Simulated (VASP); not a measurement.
# AlSe3 (I4/mmm) in VASP: notebook, part 2 of 2

VASP 6.6.1. Earlier steps stand in the parts before.

### 3 Relaxation of cell and atoms, PBE

This run uses another cell than the first one, of 23.45 Å³/atom, 0.911 times its volume.

The input, INCAR:

```
SYSTEM = AlSe3
PREC = Accurate ; ENCUT = 600
EDIFF = 1E-6 ; ISMEAR = 0
SIGMA = 0.1 ; LREAL = .FALSE.
LASPH = .TRUE. ; NELM = 60
ALGO = Normal ; ISIF = 3
LWAVE = .FALSE. ; LCHARG = .FALSE.
GGA = PE ; IBRION = 2
NSW = 90 ; EDIFFG = -0.04
```

The input, KPOINTS:

```
Automatic mesh
0
G
  6 6 6
  0 0 0
```

The input, POSCAR:

```
AlSe3
1.0
   -2.1896645983      2.1896645983      4.8911988429
    2.1896645983     -2.1896645983      4.8911988429
    2.1896645983      2.1896645983     -4.8911988429
Al Se
1 3
Direct
    0.0000000000      0.0000000000      0.0000000000
    0.5000000000      0.5000000000      0.0000000000
    0.2500000000      0.7500000000      0.5000000000
    0.7500000000      0.2500000000      0.5000000000
```

Potentials or basis: VASP PAW PBE potentials, release 64 (Al, Se).

Launch:

```sh
$ cat potpaw_PBE.64/Al/POTCAR potpaw_PBE.64/Se/POTCAR > POTCAR
$ mpirun -np 1 vasp_std > vasp.out
```

OUTCAR:

```text
SYSTEM = AlSe3
   PREC = Accurate
   ENCUT = 600
   EDIFF = 1E-6
   ISMEAR = 0
   LREAL = .FALSE.
   LASPH = .TRUE.
   NELM = 60
   ISIF = 3
   GGA = PE
   IBRION = 2
   NSW = 90
   EDIFFG = -0.04

 ion  position               nearest neighbor table
   1  0.000  0.000  0.000-
   2  0.500  0.500  0.000-
   3  0.250  0.750  0.500-
   4  0.750  0.250  0.500-

  LATTYP: Found a body centered tetragonal cell.
 ALAT       =     4.3793291966
 C/A-ratio  =     2.2337662337

  Lattice vectors:

 A1 = (  -2.1896645983,   2.1896645983,   4.8911988429)
 A2 = (   2.1896645983,  -2.1896645983,   4.8911988429)
 A3 = (   2.1896645983,   2.1896645983,  -4.8911988429)

Analysis of symmetry for initial positions (statically):
=====================================================================
 Subroutine PRICEL returns:
 Original cell was already a primitive cell.

 Routine SETGRP: Setting up the symmetry group for a
 body centered tetragonal supercell.

 Subroutine GETGRP returns: Found 16 space group operations
 (whereof 16 operations were pure point group operations)
 out of a pool of 16 trial point group operations.

The static configuration has the point symmetry D_4h.

Analysis of symmetry for dynamics (positions and initial velocities):
=====================================================================
 Subroutine PRICEL returns:
 Original cell was already a primitive cell.

 Routine SETGRP: Setting up the symmetry group for a
 body centered tetragonal supercell.

 Subroutine GETGRP returns: Found 16 space group operations
 (whereof 16 operations were pure point group operations)
 out of a pool of 16 trial point group operations.

The dynamic configuration has the point symmetry D_4h.

 Subroutine INISYM returns: Found 16 space group operations
 (whereof 16 operations are pure point group operations),
 and found     1 'primitive' translations

----------------------------------------------------------------------------------------

                                     Primitive cell

  volume of cell :      93.8060

  direct lattice vectors                    reciprocal lattice vectors
    -2.189664598  2.189664598  4.891198843     0.000000000  0.228345474  0.102224427
     2.189664598 -2.189664598  4.891198843     0.228345474  0.000000000  0.102224427
     2.189664598  2.189664598 -4.891198843     0.228345474  0.228345474  0.000000000

  length of vectors
     5.789048992  5.789048992  5.789048992     0.250182911  0.250182911  0.322929266

  position of ions in fractional coordinates (direct lattice)
     0.000000000  0.000000000  0.000000000
     0.500000000  0.500000000  0.000000000
     0.250000000  0.750000000  0.500000000
     0.750000000  0.250000000  0.500000000

  ion indices of the primitive-cell ions
   primitive index   ion index
                 1           1
                 2           2
                 3           3
                 4           4

----------------------------------------------------------------------------------------

 KPOINTS: Automatic mesh

Automatic generation of k-mesh.
 Grid dimensions read from file:
 generate k-points for:    6    6    6

 Generating k-lattice:

  Cartesian coordinates                     Fractional coordinates (reciprocal lattice)
     0.000000000  0.038057579  0.017037405     0.166666667  0.000000000 -0.000000000
     0.038057579  0.000000000  0.017037405     0.000000000  0.166666667 -0.000000000
     0.038057579  0.038057579  0.000000000     0.000000000  0.000000000  0.166666667

  Length of vectors
     0.041697152  0.041697152  0.053821544

  Shift w.r.t. Gamma in fractional coordinates (k-lattice)
     0.000000000  0.000000000  0.000000000

 Subroutine IBZKPT returns following result:
 ===========================================

 Found     30 irreducible k-points:

 Following reciprocal coordinates:
            Coordinates               Weight
  0.000000  0.000000  0.000000      1.000000
  0.166667 -0.000000  0.000000      8.000000
  0.333333 -0.000000  0.000000      8.000000
  0.500000 -0.000000  0.000000      4.000000
  0.166667  0.166667  0.000000      8.000000
  0.333333  0.166667  0.000000     16.000000
[... 16 lines left out ...]
 -0.333333 -0.333333  0.166667      8.000000
 -0.166667 -0.333333  0.166667      8.000000
 [... further k-points ...]
   k-points           NKPTS =     30   k-points in BZ     NKDIM =     30   number of bands    NBANDS=     14
   number of dos      NEDOS =    301   number of ions     NIONS =      4
   total plane-waves  NPLWV = 110592
   dimension x,y,z NGX =    48 NGY =   48 NGZ =   48
   dimension x,y,z NGXF=    96 NGYF=   96 NGZF=   96
   ions per type =               1   3
   NGX,Y,Z   is equivalent  to a cutoff of  13.78, 13.78, 13.78 a.u.
   NGXF,Y,Z  is equivalent  to a cutoff of  27.57, 27.57, 27.57 a.u.
 SYSTEM =  AlSe3
   PREC   = accura    normal or accurate (medium, high low for compatibility)
   ISTART =      0    job   : 0-new  1-cont  2-samecut
   ICHARG =      2    charge: 1-file 2-atom 10-const
   ISPIN  =      1    spin polarized calculation?
   LNONCOLLINEAR =      F non collinear calculations
   LSORBIT =      F    spin-orbit coupling
   LASPH  =      T    aspherical Exc in radial PAW
   ENCUT  =  600.0 eV  44.10 Ry    6.64 a.u.  11.56 11.56 11.56*2*pi/ulx,y,z
   NELM   =     60;   NELMIN=  2; NELMDL= -5     # of ELM steps
   EDIFF  = 0.1E-05   stopping-criterion for ELM
   LREAL  =      F    real-space projection
   EDIFFG = -.4E-01   stopping-criterion for IOM
   NSW    =     90    number of steps for IOM
   IBRION =      2    ionic relax: 0-MD 1-quasi-New 2-CG
   NFREE  =      1    steps in history (QN), initial steepest desc. (CG)
   ISIF   =      3    stress and relaxation
   ISYM   =      2    0-nonsym 1-usesym 2-fastsym
   POTIM  = 0.5000    time-step for ionic-motion
   TEBEG  =    0.0;   TEEND  =   0.0 temperature during run
   PSTRESS=    0.0 pullay stress
   NELECT =      21.0000    total number of electrons
   NUPDOWN=      -1.0000    fix difference up-down
   EMIN   =  10.00;   EMAX   =-10.00  energy-range for DOS
   EFERMI =   0.00;   METHOD = LEGACY
   ISMEAR =     0;   SIGMA  =   0.10  broadening in eV -4-tet -1-fermi 0-gaus
   EFERMI_NEDOS =   21; number of points for ismear=-14 and -15
   IALGO  =     38    algorithm
   IMIX   =      4    mixing-type and parameters
     AMIX     =   0.40;   BMIX     =  1.00
     AMIX_MAG =   1.60;   BMIX_MAG =  1.00
  volume/ion in A,a.u.               =      23.45       158.26
  Fermi-wavevector in a.u.,A,eV,Ry     =   0.994041  1.878466 13.444163  0.988118
  Thomas-Fermi vector in A             =   2.125965
   LORBIT       =      0    0 simple, 1 ext, 2 COOP (PROOUT), +10 PAW based schemes
   GGA     = PE    functional components
   LHFCALC =     F    Hartree Fock is set to
   AEXX    =    0.0000 exact exchange contribution
   IVDW    =     0    specifies the selected vdW correction
   LEPSILON=     F    determine dielectric tensor
   LRPA    =     F    only Hartree local field effects (RPA)
 conjugate gradient relaxation of ions
 non-spin polarized calculation
 Gauss-broadening in eV      SIGMA  =   0.10
  energy-cutoff  :      600.00
  volume of cell :       93.81
 maximum number of plane-waves:      3164
 NGX is ok and might be reduce to    48
   NGX = 23   NGY = 23   NGZ = 23

--------------------------------------- Ionic step        1  -------------------------------------------

 number of electron      21.0000000 magnetization

 Free energy of the ion-electron system (eV)
  ---------------------------------------------------
  ext. energy  EPLUGINS =         0.00000000
  ---------------------------------------------------
  free energy    TOTEN  =       -12.45955401 eV

  energy without entropy =      -12.45123424  energy(sigma->0) =      -12.45539412

------------------------ aborting loop because EDIFF is reached ----------------------------------------

  FORCE on cell =-STRESS in cart. coord.  units (eV):
  Direction    XX          YY          ZZ          XY          YZ          ZX
  --------------------------------------------------------------------------------------
  -------------------------------------------------------------------------------------
  Total       -5.9128235     -5.9128235     -0.8007451      0.0000000      0.0000000      0.0000000
  in kB     -100.9892138   -100.9892138    -13.6764802      0.0000000      0.0000000      0.0000000
  external PRESSURE =     -71.8849693 kB  Pullay stress =       0.0000000 kB
[... 920 lines left out ...]
      3      -4.8925      2.00000
      4      -0.3526      2.00000
      5       0.3608      2.00000
      6       0.6655      2.00000
      7       1.2181      2.00000
      8       2.4174      2.00000
      9       2.6921      2.00000
     10       5.3836      1.13352
     11       5.7892      0.00000
     12       8.0106      0.00000
     13       8.4703      0.00000
     14       8.5584      0.00000

 [... further k-points ...]

[... ionic steps 4 to 22 ...]

--------------------------------------- Ionic step       23  -------------------------------------------

 number of electron      21.0000004 magnetization

------------------------ aborting loop because EDIFF is reached ----------------------------------------
[... 71 lines left out ...]
--------------------------------------- Ionic step       25  -------------------------------------------

 number of electron      21.0000005 magnetization

 Free energy of the ion-electron system (eV)
  ---------------------------------------------------
  ext. energy  EPLUGINS =         0.00000000
  ---------------------------------------------------
  free energy    TOTEN  =       -14.31809663 eV

  energy without entropy =      -14.31054774  energy(sigma->0) =      -14.31432218

 E-fermi :   3.4074     XC(G=0):  -8.8960

 val. band max:        3.2826003348   @ k =  -0.3333   0.5000   0.3333
 cond. band min:       3.4372302695   @ k =  -0.1667   0.1667   0.0000
 fundamental gap:      0.1546299346
 Fermi energy:         3.4073714186
[... 439 lines left out ...]
  FREE ENERGIE OF THE ION-ELECTRON SYSTEM (eV)
  ---------------------------------------------------
  free  energy   TOTEN  =       -14.3180966262 eV

  energy  without entropy=      -14.3105477431  energy(sigma->0) =      -14.31432218

 reached required accuracy - stopping structural energy minimisation
```

CONTCAR:

```text
AlSe3
   1.00000000000000
    -1.8618074915308704    1.8618074915308704    7.4817720482233208
     1.8618074915308704   -1.8618074915308704    7.4817720482233208
     1.8618074915308704    1.8618074915308704   -7.4817720482233208
  Al              Se
     1     3
Direct
     0.0000000000000000    0.0000000000000000    0.0000000000000000
     0.5000000000000000    0.5000000000000000    0.0000000000000000
     0.2500000000000000    0.7500000000000000    0.5000000000000000
     0.7500000000000000    0.2500000000000000    0.5000000000000000

  0.00000000E+00  0.00000000E+00  0.00000000E+00
  0.00000000E+00  0.00000000E+00  0.00000000E+00
  0.00000000E+00  0.00000000E+00  0.00000000E+00
  0.00000000E+00  0.00000000E+00  0.00000000E+00
```

Wall time 20 min (1 thread of Intel Xeon Platinum 8259CL at 2.50GHz (Skylake/Cascade Lake), shared host); peak memory 0.36 GiB.

Results:

* Free energy: -14.3181 eV
* Relaxed volume: 25.93 Å³/atom
* Relaxed cell: a = 7.932 Å, b = 7.932 Å, c = 7.932 Å, α = 152.85°, β = 152.85°, γ = 38.78°
* Space group after relaxing (to 0.05 Å): I4/mmm (No. 139)
* Energy gained by relaxing: 464.6 meV/atom
* Ionic steps: 25
* Pressure after relaxing: 0.0 GPa

Step by step:
| step | energy change (eV) | largest force (eV/Å) | pressure (GPa) | volume (Å³) |
| --- | --- | --- | --- | --- |
| 1 | 0.0000 | 0.0000 | -7.19 | 93.81 |
| 2 | -0.5669 | 0.0000 | 0.13 | 80.12 |
| 3 | -0.5852 | 0.0000 | 2.21 | 77.95 |
| 4 | -0.8153 | 0.0000 | 2.56 | 78.33 |
| 5 | -1.1880 | 0.0000 | 8.11 | 78.06 |
| 6 | 3.2609 | 0.0000 | 55.79 | 72.16 |
| 7 | -1.1977 | 0.0000 | 9.19 | 77.92 |
| 8 | -0.4755 | 0.0000 | 23.59 | 75.76 |
| 9 | -1.2078 | 0.0000 | 10.58 | 77.71 |
| 10 | -1.0654 | 0.0000 | 15.68 | 76.88 |
| 11 | -1.2011 | 0.0000 | 12.15 | 77.47 |
| 12 | -1.2742 | 0.0000 | 11.72 | 78.59 |
| 13 | -1.3911 | 0.0000 | 11.05 | 81.89 |
| 14 | -1.4019 | 0.0000 | 11.01 | 83.28 |
| 15 | -1.5484 | 0.0000 | 8.58 | 85.64 |
| 16 | -1.7955 | 0.0000 | 2.39 | 92.98 |
| 17 | -1.8212 | 0.0000 | 0.26 | 96.21 |
| 18 | -1.8214 | 0.0000 | 0.05 | 96.56 |
| 19 | -1.8253 | 0.0000 | 0.05 | 96.88 |
| 20 | -1.8352 | 0.0000 | 0.05 | 97.84 |
| 21 | -1.8492 | 0.0000 | 0.09 | 99.74 |
| 22 | -1.8582 | 0.0000 | 0.22 | 103.53 |
| 23 | -1.8583 | 0.0000 | 0.21 | 103.30 |
| 24 | -1.8584 | 0.0000 | -0.17 | 104.11 |
| 25 | -1.8585 | 0.0000 | 0.00 | 103.74 |

Final structure:
```yaml
crystal:
  lattice:
    - [-1.86181, 1.86181, 7.48177]
    - [1.86181, -1.86181, 7.48177]
    - [1.86181, 1.86181, -7.48177]
  atoms:
    - { symbol: Al, position: [0.00000, 0.00000, 0.00000] }
    - { symbol: Se, position: [0.50000, 0.50000, 0.00000] }
    - { symbol: Se, position: [0.25000, 0.75000, 0.50000] }
    - { symbol: Se, position: [0.75000, 0.25000, 0.50000] }
```
